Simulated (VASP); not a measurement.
# Y2SiF2 (P-3m1) in VASP: a series of runs, part 2 of 2

VASP 6.6.1.

**3. Single point, PBE, collinear spin**

INCAR reads:

```
  PREC = Accurate
  ENCUT = 520
  EDIFF = 1E-7
  ISMEAR = 0
  SIGMA = 0.1
  LREAL = F
  LASPH = T
  NELM = 150
  ALGO = Normal
  ISIF = 2
  LWAVE = F
  LCHARG = F
  ISPIN = 2
  MAGMOM = 0 0 0 1 1
  LORBIT = 11
  LMAXMIX = 4
  GGA = PE
  NBANDS = 32
```

KPOINTS reads:

```
regular mesh
0
Gamma
  6 6 4
```

POSCAR reads:

```
Y2SiF2
1.0
    4.0867415300      0.0000000000      0.0000000000
   -2.0433707700      3.5392219800      0.0000000000
    0.0000000000      0.0000000000      6.9651897600
Y Si F
2 1 2
Direct
    0.3333333300      0.6666666700      0.6761061100
    0.6666666700      0.3333333300      0.3238938900
    0.0000000000      0.0000000000      0.5000000000
    0.3333333300      0.6666666700      0.0151338800
    0.6666666700      0.3333333300      0.9848661200
```

Potentials or basis: VASP PAW PBE potentials, release 64 (Y_sv, Si, F).

On the command line:

```bash
$ cat potpaw_PBE.64/Y_sv/POTCAR potpaw_PBE.64/Si/POTCAR potpaw_PBE.64/F/POTCAR > POTCAR
$ mpirun -np 1 vasp_std > vasp.out
```

OUTCAR:

```text
PREC = Accurate
   ENCUT = 520
   EDIFF = 1E-7
   ISMEAR = 0
   LREAL = F
   LASPH = T
   NELM = 150
   ISIF = 2
   ISPIN = 2
   LORBIT = 11
   GGA = PE

 ion  position               nearest neighbor table
   1  0.333  0.667  0.676-   4 2.36   3 2.66   3 2.66   3 2.66   2 3.40   2 3.40   2 3.40
   2  0.667  0.333  0.324-   5 2.36   3 2.66   3 2.66   3 2.66   1 3.40   1 3.40   1 3.40
   3  0.000  0.000  0.500-   1 2.66   2 2.66   1 2.66   2 2.66   2 2.66   1 2.66
   4  0.333  0.667  0.015-   1 2.36
   5  0.667  0.333  0.985-   2 2.36

[... 1915 lines left out ...]

 POSITION                                       TOTAL-FORCE (eV/Angst)
 -----------------------------------------------------------------------------------
     -0.00000      2.35948      4.70921        -0.000000     -0.000000      7.368172
      2.04337      1.17974      2.25598         0.000000      0.000000     -7.368172
      0.00000      0.00000      3.48259         0.000000      0.000000      0.000000
     -0.00000      2.35948      0.10541        -0.000000      0.000000     -0.246120
      2.04337      1.17974      6.85978         0.000000     -0.000000      0.246120
 -----------------------------------------------------------------------------------
    total drift:                               -0.000000      0.000000      0.000000

  FREE ENERGIE OF THE ION-ELECTRON SYSTEM (eV)
  ---------------------------------------------------
  free  energy   TOTEN  =       -29.4779195324 eV

  energy  without entropy=      -29.4684189634  energy(sigma->0) =      -29.47316925

 total charge

# of ion       s       p       d       f       tot
--------------------------------------------------
    1        2.220   6.425   0.958   0.052   9.655
    2        2.220   6.425   0.958   0.052   9.655
    3        0.806   1.141   0.000   0.000   1.947
    4        1.742   4.290   0.000   0.000   6.032
    5        1.742   4.290   0.000   0.000   6.032
--------------------------------------------------
tot          8.729  22.570   1.916   0.103  33.319

 magnetization (x)

# of ion       s       p       d       f       tot
--------------------------------------------------
    1       -0.000  -0.000  -0.000  -0.000  -0.000
    2       -0.000  -0.000  -0.000  -0.000  -0.000
    3        0.000   0.000   0.000   0.000   0.000
    4        0.000   0.000   0.000   0.000   0.000
    5        0.000   0.000   0.000   0.000   0.000
--------------------------------------------------
tot         -0.000   0.001  -0.000  -0.000   0.000
```

OSZICAR:

```text
N       E                     dE             d eps       ncg     rms          rms(c)
DAV:   1     0.235035969651E+03    0.23504E+03   -0.20162E+04  3080   0.120E+03
DAV:   2    -0.134783742843E+02   -0.24851E+03   -0.23743E+03  3656   0.298E+02
DAV:   3    -0.326225905053E+02   -0.19144E+02   -0.18922E+02  4952   0.682E+01
[... 12 lines left out ...]
DAV:  16    -0.294779177021E+02   -0.48464E-05   -0.67621E-06  3984   0.126E-02    0.746E-03
DAV:  17    -0.294779189391E+02   -0.12370E-05   -0.18711E-06  3472   0.732E-03    0.399E-03
DAV:  18    -0.294779192741E+02   -0.33500E-06   -0.66793E-07  3544   0.448E-03    0.367E-03
DAV:  19    -0.294779194406E+02   -0.16651E-06   -0.14488E-07  2576   0.203E-03    0.197E-03
DAV:  20    -0.294779195324E+02   -0.91776E-07   -0.17439E-07  2632   0.195E-03
   1 F= -.29477920E+02 E0= -.29473169E+02  d E =-.950057E-02  mag=     0.0003
```

stdout:

```text
POSCAR found type information on POSCAR Y SiF
 POSCAR found :  3 types and       5 ions
 scaLAPACK will be used
 LDA part: xc-table for (Slater+PW92), standard interpolation
 POSCAR, INCAR and KPOINTS ok, starting setup
 FFT: planning ... GRIDC
 FFT: planning ... GRID_SOFT
 FFT: planning ... GRID
 WAVECAR not read
 entering main loop
```

Wall time 1.9 min (1 thread of Intel Xeon 6975P-C (Granite Rapids), shared host); peak memory 0.32 GiB.

What came out:

* Free energy: -29.4779 eV
* Pressure: 10.4 GPa
* Largest force: 7.368 eV/Å
* Band gap on the k mesh: zero (filled and empty bands overlap)
* Net moment: 0.00 μB per cell
* Valence electrons inside the program's atomic spheres: Y 9.65; Si 1.95; F 6.03

Forces in eV/Å, atoms in the order of the input:
```
Y    0.000  0.000  7.368
Y    0.000  0.000 -7.368
Si   0.000  0.000  0.000
F    0.000  0.000 -0.246
F    0.000  0.000  0.246
```

Stress tensor (GPa, compression positive):
```
19.61  0.00  0.00
 0.00 19.61  0.00
 0.00  0.00 -8.00
```

Caveat: the stress differs along the axes, from -8 to 20 GPa; semilocal functionals underestimate gaps, and a narrow one can read as zero; forces of over 1 eV/Å act on the atoms, so gaps and moduli don't describe the material at rest.

**4. Single point, PBE**

This run uses another cell than the first one, of 18.89 Å³/atom.

INCAR reads:

```
PREC = Accurate
ENCUT = 520
EDIFF = 1E-6
ISMEAR = 0
SIGMA = 0.01
LREAL = F
LASPH = T
NELM = 60
ALGO = Normal
ISIF = 2
LWAVE = F
LCHARG = T
GGA = PE
LELF = T
LVHAR = T
NBANDS = 28
```

KPOINTS reads:

```
regular mesh
0
Gamma
  12 12 6
```

POSCAR reads:

```
Y2SiF2
1.0
    4.0617294846      0.0000000000      0.0000000000
   -2.0308647423      3.5175609170      0.0000000000
    0.0000000000      0.0000000000      6.6110134795
Y Si F
2 1 2
Direct
    0.3333333333      0.6666666667      0.7442606136
    0.6666666667      0.3333333333      0.2557393864
    0.0000000000      0.0000000000      0.5000000000
    0.3333333333      0.6666666667      0.0989262698
    0.6666666667      0.3333333333      0.9010737302
```

On the command line:

```bash
$ cat potpaw_PBE.64/Y_sv/POTCAR potpaw_PBE.64/Si/POTCAR potpaw_PBE.64/F/POTCAR > POTCAR
$ mpirun -np 1 vasp_std > vasp.out
```

It took 2.1 min on 1 thread of Intel Xeon 6975P-C (Granite Rapids), shared host; peak memory 0.38 GiB.

It converged, with:

```yaml
Free_energy: -34.0374 eV
Pressure: -0.1 GPa
Largest_force: 0.016 eV/Å
Band_gap_on_the_k_mesh: 0.12 eV (least direct gap 0.64 eV)
```

Forces in eV/Å, atoms in the order of the input:
```
Y    0.000  0.000 -0.016
Y    0.000  0.000  0.016
Si   0.000  0.000  0.000
F    0.000  0.000  0.007
F    0.000  0.000 -0.007
```

Stress tensor (GPa, compression positive):
```
-0.16  0.00  0.00
 0.00 -0.16  0.00
 0.00  0.00 -0.07
```

Levels at points of the mesh, in eV from the valence-band top:
```
           k point  band 16  band 17  band 18  band 19  band 20  band 21  band 22  band 23  band 24  band 25
(0.00, 0.00, 0.00)    -6.44    -6.44    -1.96    -0.08    -0.08     0.93     1.55     1.55     2.91     2.91
(0.50, 0.00, 0.00)    -6.36    -6.09    -2.52    -1.17    -0.52     0.12     2.60     3.21     3.28     3.34
(0.00, 0.00, 0.50)    -6.43    -5.90    -2.36     0.00     0.00     1.36     1.70     1.70     2.60     2.60
(0.50, 0.00, 0.50)    -6.09    -6.03    -2.19    -1.34    -0.55     0.58     2.46     3.43     3.61     3.63
```

Caveat: semilocal functionals underestimate gaps, and a narrow one can read as zero. A k mesh can miss the band edges.

**5. Summary**

| task | spin | cell | k mesh | cutoff (eV) | smearing | gap on the mesh (eV) | pressure (GPa) | largest force (eV/Å) |
| --- | --- | --- | --- | --- | --- | --- | --- | --- |
| relaxation of cell and atoms | off | relaxed from a = 4.087, b = 4.087, c = 6.965 Å, angles 90.0, 90.0, 120.0°, 5 atoms, atomic positions A | 6 × 6 × 4 | 600 | gaussian 0.1 eV | 0.12 | -0.1 | 0.02 |
| single point | collinear | a = 4.087, b = 4.087, c = 6.965 Å, angles 90.0, 90.0, 120.0°, 5 atoms, atomic positions A | 6 × 6 × 4 | 520 | gaussian 0.1 eV | none | 10.4 | 7.37 |
| single point | off | a = 4.062, b = 4.062, c = 6.611 Å, angles 90.0, 90.0, 120.0°, 5 atoms, atomic positions B | 12 × 12 × 6 | 520 | gaussian 0.01 eV | 0.12 | -0.1 | 0.02 |

Alike in all rows: level PBE; potentials or basis VASP PAW PBE potentials, release 64 (Y_sv, Si, F).

Caveats: semilocal functionals underestimate gaps, and a narrow one can read as zero; the stress differs along the axes, from -8 to 20 GPa (at least some runs); forces of over 1 eV/Å act on the atoms, so gaps and moduli don't describe the material at rest (at least some runs).

Total energies depend on the potentials used, so only differences within one code and one set of settings carry meaning.
